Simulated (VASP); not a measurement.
# Si8O17 (a cell with a defect): single point with PBE

Si8O17 (a cell with a defect):

```
CELL_PARAMETERS angstrom
0.00000 5.08139 7.09441
5.08139 0.00000 7.09441
5.08139 5.08139 0.00000
ATOMIC_POSITIONS crystal
Si 0.24209 0.23243 0.46082
Si 0.73646 0.74997 0.96609
Si 0.00930 0.86808 0.97917
Si 0.56386 0.16542 0.63869
Si 0.41627 0.81610 0.39084
Si 0.90544 0.32802 0.88974
Si 0.98696 0.00612 0.30821
Si 0.48636 0.49520 0.79700
O 0.09330 0.23480 0.69752
O 0.54837 0.76339 0.16094
O 0.48011 0.31443 0.79053
O 0.99503 0.84682 0.23847
O 0.39306 0.26497 0.51201
O 0.88705 0.75954 0.02547
O 0.18528 0.88428 0.41338
O 0.67874 0.38953 0.90229
O 0.98625 0.18267 0.10691
O 0.53866 0.59698 0.55225
O 0.41521 0.98225 0.43818
O 0.86220 0.54626 0.87315
O 0.27167 0.67282 0.91446
O 0.77884 0.12770 0.48125
O 0.20593 0.40212 0.23524
O 0.61498 0.94356 0.78360
O 0.06454 0.32811 0.32032
```

- Program: VASP 6.6.1
- Task: single point
- Functional: PBE
- Potentials or basis: VASP PAW PBE potentials, release 64 (Si, O)
- Cutoff: 520 eV
- k mesh: 1 × 1 × 1
- Occupations: fermi-dirac, width 0.01 eV
- Spin: no spin polarisation
- Dipole correction: no
- Charge: -2
- Further INCAR settings: ALGO = Normal; EDIFF = 1e-06; NBANDS = 85; NELECT = 136.0

```yaml
Largest_force: 0.221 eV/Å
```

Forces in eV/Å, atoms in the order of the input:
```
Si   0.038  0.149 -0.009
Si  -0.026  0.001 -0.030
Si  -0.020  0.017 -0.006
Si   0.011  0.014  0.007
Si  -0.048  0.005 -0.019
Si   0.007  0.009  0.003
Si   0.065  0.038  0.036
Si   0.020  0.029 -0.016
O   -0.020 -0.009  0.012
O    0.007  0.004  0.007
O   -0.014 -0.005  0.009
O   -0.032 -0.009 -0.035
O   -0.011 -0.039 -0.032
O    0.010 -0.010  0.035
O   -0.001 -0.011  0.009
O   -0.014  0.005  0.016
O   -0.005 -0.001 -0.013
O    0.009  0.014 -0.014
O    0.036 -0.023  0.018
O    0.009  0.001 -0.012
O    0.014 -0.029  0.000
O   -0.004  0.005 -0.007
O   -0.029 -0.051  0.213
O    0.007 -0.002  0.017
O   -0.008 -0.100 -0.187
```

Levels at points of the mesh, in eV from the Fermi level:
```tsv
k point	band 65	band 66	band 67	band 68	band 69	band 70	band 71	band 72
(0.00, 0.00, 0.00)	-3.07	-2.04	-0.80	-0.34	2.71	3.07	4.55	4.92
```

Wall time 56 s on 1 thread of Intel(R) Xeon(R) Platinum 8488C (Sapphire Rapids), on a shared host, peak memory 0.54 GiB.

Caveat: the k points lie up to 0.98 Å⁻¹ apart; the cell carries a net charge on a neutralising background, which shifts energy and pressure; the cell is charged against a uniform background, so pressure and absolute levels hang on convention.
